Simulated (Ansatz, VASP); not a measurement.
Ba2SrN2: VASP beside Ansatz

```
CELL_PARAMETERS angstrom
3.99502 0.00000 0.00000
-1.99751 3.45979 0.00000
0.00000 0.00000 10.73382
ATOMIC_POSITIONS crystal
Ba 0.66667 0.33333 0.21548
Ba 0.33333 0.66667 0.78452
Sr 0.00000 0.00000 0.50000
N 0.66667 0.33333 0.66074
N 0.33333 0.66667 0.33926
```

Alike in both runs: task single point; functional PBE; dispersion D4; k mesh 6 × 6 × 2; occupations fermi-dirac, width 0.05 eV; no spin polarisation.

```csv
,VASP,Ansatz
version,VASP 6.6.1,Ansatz 0.2.0
potentials or method,"VASP PAW PBE potentials, release 64 (Ba_sv, Sr_sv, N)","plane waves, norm-conserving potentials"
plane-wave cutoff (eV),520,1240
valence electrons in the cell,40,40
```

Ansatz gave:

* pressure (GPa): -3.7
* traceless stress, the component that is largest in VASP (GPa): 0.21

Problem. What did VASP give for the same quantities?

Solution. Pressure (GPa): -2.8; traceless stress, the component that is largest in VASP (GPa): 0.07.

Neither program's run includes spin-orbit coupling.
